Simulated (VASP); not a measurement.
Set up this calculation in VASP 6.6.1, as the native input.

| Quantity | Value |
| --- | --- |
| Task | single point |
| Functional | PBEsol |
| Potentials or basis | VASP PAW PBE potentials, release 64 (Te, Pb_d) |
| Cutoff | 520 eV |
| k mesh | 6 × 6 × 6 |
| Occupations | gaussian, width 0.01 eV |
| Spin | no spin polarisation |
| Dipole correction | no |
| Further INCAR settings | ALGO = Normal; EDIFF = 1e-06; NBANDS = 17 |

The structure of TePb lies in POSCAR:

```
TePb
1.0
    0.0000000000      3.2213337944      3.2213337944
    3.2213337944      0.0000000000      3.2213337944
    3.2213337944      3.2213337944      0.0000000000
Te Pb
1 1
Direct
    0.5015521521      0.5015521521      0.5015521521
    0.0000000000      0.0000000000      0.0000000000
```

This cell differs from its parent crystal: 0.01, 0.01] A.

These files were run (other wordings do the same):

INCAR

```
PREC = Accurate
ENCUT = 520
EDIFF = 1E-6
ISMEAR = 0
SIGMA = 0.01
LREAL = False
LASPH = True
NELM = 80
ALGO = Normal
ISIF = 2
LWAVE = False
LCHARG = False
GGA = PS
NBANDS = 17
```

KPOINTS

```
regular mesh
0
Gamma
  6 6 6
```

Potentials or basis: VASP PAW PBE potentials, release 64 (Te, Pb_d).

Run with:

```bash
$ cat potpaw_PBE.64/Te/POTCAR potpaw_PBE.64/Pb_d/POTCAR > POTCAR
$ mpirun -np 1 vasp_std > vasp.out
```

It gave:

```yaml
Pressure: 0.0 GPa
Largest_force: 0.006 eV/Å
Band_gap_on_the_k_mesh: 0.65 eV
```

Caveat: the cell differs from its parent crystal (0.01, 0.01] A); the PAW data sets were made with another functional, which shifts forces and pressure a little; spin-orbit coupling is left out, which moves the levels of the heavy elements.

Run time: 58 s on 1 thread of Intel Xeon 8259CL, with other jobs on the host, peak memory 0.22 GiB.
